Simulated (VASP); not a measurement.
# H10CO5 in VASP: notebook, part 2 of 2

VASP 6.6.1. The steps go on from the part before.

## (3) Single point, PBE

File INCAR:

```
PREC     = Accurate       # precision mode
ENCUT    = 520            # plane-wave cutoff, eV
EDIFF    = 1E-6           # SCF threshold, eV
ISMEAR   = -1             # smearing method
SIGMA    = 0.02           # smearing width, eV
LREAL    = Auto         
LASPH    = T              # aspherical terms in the spheres
NELM     = 60             # most SCF steps
ALGO     = Normal         # electronic algorithm
ISIF     = 2              # what is computed and relaxed
LWAVE    = F              # write WAVECAR
LCHARG   = T              # write CHGCAR
GGA      = PE             # functional
LELF     = T              # ELF
LVHAR    = T            
NBANDS   = 36             # bands
```

File KPOINTS:

```
regular mesh
0
Gamma
  1 1 1
```

File POSCAR:

```
H10CO5
1.0
    5.2511710000      0.0000000000      0.0000000000
    0.0000000000      5.2511710000      0.0000000000
    0.0000000000      0.0000000000      5.2511710000
O H C
5 10 1
Direct
    0.5864596678      0.4769412384      1.0980217555
   -0.0227568289      0.5411554870      0.7506516166
    0.4198301674      0.6736592657      0.5362613406
    1.2112155555      1.0746555387      0.9037984099
    0.6630901945      0.0692226553      0.4730754340
    0.4932614078      0.3704697486      0.9818571896
    0.7398159382      0.5327192735      1.0046140185
    0.1398545201      0.5932581514      0.6610144671
   -0.0910273156      0.4320750553      0.6297833378
    0.4948039209      0.8451638692      0.4741799496
    0.4800262646      0.5552475819      0.4092991830
    1.2055787176      1.1647687725      0.7424439235
    1.2960537754      0.9059503109      0.8833458290
    0.9769439997      0.1834067106      0.2871169116
    0.7576786206      0.0399149066      0.0716411635
    0.7858818538      0.1001300472      0.2748339370
```

Potentials or basis: VASP PAW PBE potentials, release 64 (O, H, C).

The run is started by

```
$ cat potpaw_PBE.64/O/POTCAR potpaw_PBE.64/H/POTCAR potpaw_PBE.64/C/POTCAR > POTCAR
$ mpirun -np 1 vasp_gam > vasp.out
```

OUTCAR:

```text
PREC = Accurate
   ENCUT = 520
   EDIFF = 1E-6
   ISMEAR = -1
   LREAL = Auto
   LASPH = T
   NELM = 60
   ISIF = 2
   GGA = PE

 ion  position               nearest neighbor table
   1  0.586  0.477  0.098-   6 0.96   7 0.99
   2  0.977  0.541  0.751-   9 0.93   8 1.01
   3  0.420  0.674  0.536-  11 0.96  10 1.04
   4  0.211  0.075  0.904-  12 0.97  13 1.00
   5  0.663  0.069  0.473-  16 1.24
   6  0.493  0.370  0.982-   1 0.96
   7  0.740  0.533  0.005-   1 0.99
   8  0.140  0.593  0.661-   2 1.01
   9  0.909  0.432  0.630-   2 0.93
  10  0.495  0.845  0.474-   3 1.04
  11  0.480  0.555  0.409-   3 0.96
  12  0.206  0.165  0.742-   4 0.97
  13  0.296  0.906  0.883-   4 1.00
  14  0.977  0.183  0.287-  16 1.10
  15  0.758  0.040  0.072-  16 1.12
  16  0.786  0.100  0.275-  14 1.10  15 1.12   5 1.24

  LATTYP: Found a simple cubic cell.
 ALAT       =     5.2511710000

  Lattice vectors:

 A1 = (   5.2511710000,   0.0000000000,   0.0000000000)
 A2 = (   0.0000000000,   5.2511710000,   0.0000000000)
 A3 = (   0.0000000000,   0.0000000000,   5.2511710000)

Analysis of symmetry for initial positions (statically):
=====================================================================
 Subroutine PRICEL returns:
 Original cell was already a primitive cell.

 Routine SETGRP: Setting up the symmetry group for a
 simple cubic supercell.

 Subroutine GETGRP returns: Found  1 space group operations
 (whereof  1 operations were pure point group operations)
 out of a pool of 48 trial point group operations.

The static configuration has the point symmetry C_1 .

Analysis of symmetry for dynamics (positions and initial velocities):
=====================================================================
 Subroutine PRICEL returns:
 Original cell was already a primitive cell.

 Routine SETGRP: Setting up the symmetry group for a
[... 127 lines left out ...]
   IALGO  =     38    algorithm
   IMIX   =      4    mixing-type and parameters
     AMIX     =   0.40;   BMIX     =  1.00
     AMIX_MAG =   1.60;   BMIX_MAG =  1.00
  volume/ion in A,a.u.               =       9.05        61.07
  Fermi-wavevector in a.u.,A,eV,Ry     =   1.100617  2.079865 16.481524  1.211358
  Thomas-Fermi vector in A             =   2.237031
   LORBIT       =      0    0 simple, 1 ext, 2 COOP (PROOUT), +10 PAW based schemes
   GGA     = PE    functional components
[... 5 lines left out ...]
 non-spin polarized calculation
  energy-cutoff  :      520.00
  volume of cell :      144.80
 maximum number of plane-waves:      1944
 NGX is ok and might be reduce to    40
   NGX = 19   NGY = 19   NGZ = 19

 number of electron      44.0000001 magnetization

 Free energy of the ion-electron system (eV)
  ---------------------------------------------------
  ext. energy  EPLUGINS =         0.00000000
  ---------------------------------------------------
  free energy    TOTEN  =       -80.18700897 eV

  energy without entropy =      -80.18700897  energy(sigma->0) =      -80.18700897

 E-fermi :  -2.3603     XC(G=0):  -7.4995

 val. band max:       -2.8970839843   @ k =   0.0000   0.0000   0.0000
 cond. band min:       1.1788851886   @ k =   0.0000   0.0000   0.0000
 fundamental gap:      4.0759691730
 Fermi energy:        -2.3602875100

 k-point     1 :       0.0000    0.0000    0.0000
  band No.  band energies     occupation
      1     -23.2897      2.00000
      2     -21.8673      2.00000
      3     -21.3582      2.00000
      4     -21.0992      2.00000
      5     -20.5392      2.00000
      6     -12.3444      2.00000
[... 26 lines left out ...]
     33       9.0229      0.00000
     34       9.8318      0.00000
 [bands above 34 left out]

------------------------ aborting loop because EDIFF is reached ----------------------------------------

  FORCE on cell =-STRESS in cart. coord.  units (eV):
  Direction    XX          YY          ZZ          XY          YZ          ZX
  --------------------------------------------------------------------------------------
  -------------------------------------------------------------------------------------
  Total        1.8046847      1.9414133      0.7313253      2.1844939      2.1409086      1.6470114
  in kB       19.9684074     21.4812772      8.0919408     24.1709061     23.6886450     18.2237904
  external PRESSURE =      16.5138752 kB  Pullay stress =       0.0000000 kB

 VOLUME and BASIS-vectors are now :
 -----------------------------------------------------------------------------
  energy-cutoff  :      520.00
  volume of cell :      144.80
      direct lattice vectors                 reciprocal lattice vectors
     5.251171000  0.000000000  0.000000000     0.190433715  0.000000000  0.000000000
     0.000000000  5.251171000  0.000000000     0.000000000  0.190433715  0.000000000
     0.000000000  0.000000000  5.251171000     0.000000000  0.000000000  0.190433715

 POSITION                                       TOTAL-FORCE (eV/Angst)
 -----------------------------------------------------------------------------------
      3.07960      2.50450      0.51473         0.965555      0.322493      0.407759
      5.13167      2.84170      3.94180         1.636664      1.359061      1.103791
      2.20460      3.53750      2.81600        -0.452149      0.912556      0.279228
      1.10913      0.39203      4.74600         0.661347     -0.698409      0.691819
      3.48200      0.36350      2.48420         0.114231      0.240884     -0.793529
      2.59020      1.94540      5.15590        -0.647455     -0.516887     -0.476506
[... 8 lines left out ...]
      3.97870      0.20960      0.37620        -0.941469     -0.444034      0.301648
      4.12680      0.52580      1.44320         0.708824      0.535512      0.019904
 -----------------------------------------------------------------------------------
    total drift:                                0.007281     -0.002311     -0.006773

  FREE ENERGIE OF THE ION-ELECTRON SYSTEM (eV)
  ---------------------------------------------------
  free  energy   TOTEN  =       -80.1870089711 eV

  energy  without entropy=      -80.1870089711  energy(sigma->0) =      -80.18700897
```

OSZICAR:

```text
N       E                     dE             d eps       ncg     rms          rms(c)
DAV:   1     0.321801941565E+03    0.32180E+03   -0.24603E+04    72   0.114E+03
DAV:   2    -0.602282467748E+02   -0.38203E+03   -0.36713E+03    96   0.290E+02
DAV:   3    -0.872880225461E+02   -0.27060E+02   -0.26893E+02    88   0.809E+01
DAV:   4    -0.876458160859E+02   -0.35779E+00   -0.35691E+00    88   0.103E+01
DAV:   5    -0.876505318170E+02   -0.47157E-02   -0.47118E-02    84   0.118E+00    0.172E+01
DAV:   6    -0.805661884968E+02    0.70843E+01   -0.19594E+01    88   0.239E+01    0.693E+00
DAV:   7    -0.802945800647E+02    0.27161E+00   -0.86577E-01    88   0.519E+00    0.420E+00
DAV:   8    -0.801858137015E+02    0.10877E+00   -0.27658E-01    88   0.312E+00    0.688E-01
DAV:   9    -0.801840527577E+02    0.17609E-02   -0.22110E-02    88   0.997E-01    0.268E-01
DAV:  10    -0.801864559419E+02   -0.24032E-02   -0.10776E-02    88   0.620E-01    0.158E-01
DAV:  11    -0.801867992815E+02   -0.34334E-03   -0.21561E-03    80   0.289E-01    0.618E-02
DAV:  12    -0.801869904005E+02   -0.19112E-03   -0.35749E-04    80   0.106E-01    0.230E-02
DAV:  13    -0.801870074473E+02   -0.17047E-04   -0.42856E-05    80   0.364E-02    0.733E-03
DAV:  14    -0.801870088591E+02   -0.14118E-05   -0.60454E-06    80   0.147E-02    0.342E-03
DAV:  15    -0.801870089711E+02   -0.11195E-06   -0.92891E-07    72   0.632E-03
   1 F= -.80187009E+02 E0= -.80187009E+02  d E =-.248065E-11
```

stdout:

```text
POSCAR found type information on POSCAR O H C
 POSCAR found :  3 types and      16 ions
 scaLAPACK will be used
 LDA part: xc-table for (Slater+PW92), standard interpolation
 POSCAR, INCAR and KPOINTS ok, starting setup
 FFT: planning ... GRIDC
 FFT: planning ... GRID_SOFT
 FFT: planning ... GRID
 WAVECAR not read
 entering main loop
```

It took 11 s on 1 thread of Intel Xeon 6975P-C, shared host; peak memory 0.23 GiB.

What came out:

| Item | Value |
| --- | --- |
| Free energy | -80.1870 eV |
| Pressure | 1.7 GPa |
| Largest force | 2.761 eV/Å |
| Band gap on the k mesh | 4.08 eV |

Forces on the atoms (eV/Å):
```
O    0.966  0.322  0.408
O    1.637  1.359  1.104
O   -0.452  0.913  0.279
O    0.661 -0.698  0.692
O    0.114  0.241 -0.794
H   -0.647 -0.517 -0.477
H    0.043  0.000 -0.305
H   -0.181  0.406  0.470
H   -1.591 -1.681 -1.505
H   -0.666 -1.024  0.774
H    0.112 -0.415 -0.663
H    0.061 -0.344 -0.117
H   -0.410  1.007 -0.344
H    0.587  0.340  0.156
H   -0.941 -0.444  0.302
C    0.709  0.536  0.020
```

Caveat: the k points lie up to 1.20 Å⁻¹ apart.
